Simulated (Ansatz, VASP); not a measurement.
# Two plane-wave programs on Rh

The input POSCAR:

```
Rh
1.0
   -1.5092612352      1.5092612352      1.5092612352
    1.5092612352     -1.5092612352      1.5092612352
    1.5092612352      1.5092612352     -1.5092612352
Rh
1
Direct
    0.0000000000      0.0000000000      0.0000000000
```

INCAR.step1

```
SYSTEM = Rh
PREC = Accurate
ENCUT = 680
ISMEAR = -1
SIGMA = 0.05
LREAL = .False.
LASPH = .True.
NELM = 200
ISPIN = 2
MAGMOM = 1
LMAXMIX = 4
GGA = PE
ALGO = Normal
EDIFF = 1E-5
LWAVE = .True.
LCHARG = .False.
GGA_COMPAT = .False.
IBRION = 2
ISIF = 3
EDIFFG = -0.005
NELMIN = 4
NSW = 100
```

Contents of INCAR.step2:

```
SYSTEM = Rh
PREC = Accurate
ENCUT = 680
EDIFF = 1E-7
ISMEAR = -1
SIGMA = 0.05
LREAL = .False.
LASPH = .True.
NELM = 200
ALGO = Normal
ISIF = 3
LWAVE = .False.
LCHARG = .False.
ISPIN = 2
MAGMOM = 1
LORBIT = 11
LMAXMIX = 4
METAGGA = R2SCAN
LMIXTAU = .True.
IBRION = 2
NSW = 80
EDIFFG = -0.01
ISTART = 1
GGA_COMPAT = .False.
NELMIN = 4
```

File KPOINTS:

```
regular mesh
0
Gamma
  15 15 15
  0 0 0
```

Input for Ansatz:

```yaml
crystal:
  lattice:
    - [-1.5092612352, 1.5092612352, 1.5092612352]
    - [1.5092612352, -1.5092612352, 1.5092612352]
    - [1.5092612352, 1.5092612352, -1.5092612352]
  atoms:
    - { symbol: Rh, position: [0.0, 0.0, 0.0], spin: 1.0 }
hamiltonian:
  xc: r2scan
  pseudopotentials:
    kind: paw
    azcp:
      Rh: "pseudopotentials/Rh.paw.azcp"
basis:
  ecutwfc: 500
  fft_grid_basis: typed
kpoints:
  mp_grid: { grid: [15, 15, 15], shift: [0, 0, 0] }
magnetization:
  spin_polarized: true
scf:
  occupations: { method: fermi_dirac, width: 0.05 }
relax:
  max_steps: 60
  f_tol: 0.01
  cell: {}
output:
  write_density: true
  write_potential: true
  elf: true
  volumetric_format: npy
```

Alike in both runs: task relaxation of cell and atoms; functional r2SCAN; k mesh 15 × 15 × 15; occupations fermi-dirac, width 0.05 eV; collinear spin.

```csv
,VASP,Ansatz
version,VASP 6.6.1,Ansatz 0.2.0
potentials or method,"VASP PAW PBE potentials, release 64 (Rh_sv_GW), cutoff 680 eV","plane waves (500 eV) with PAW, scalar-relativistic"
valence electrons in the cell,17,17
```

```csv
,VASP,Ansatz,Ansatz less VASP
net moment per atom (μB),0.93,0.93,-0.005
size of the moment on the site where the two differ most (μB),0.93,0.94,+0.002
relaxed volume (Å³/atom),14.32,14.30,-0.012
relaxed length of the cell vector where the two differ most in proportion (Å),2.649,2.649,-0.0007
```

VASP's potentials were made for PBE, not for r2SCAN. Site moments also hang on the region over which each program counts them.
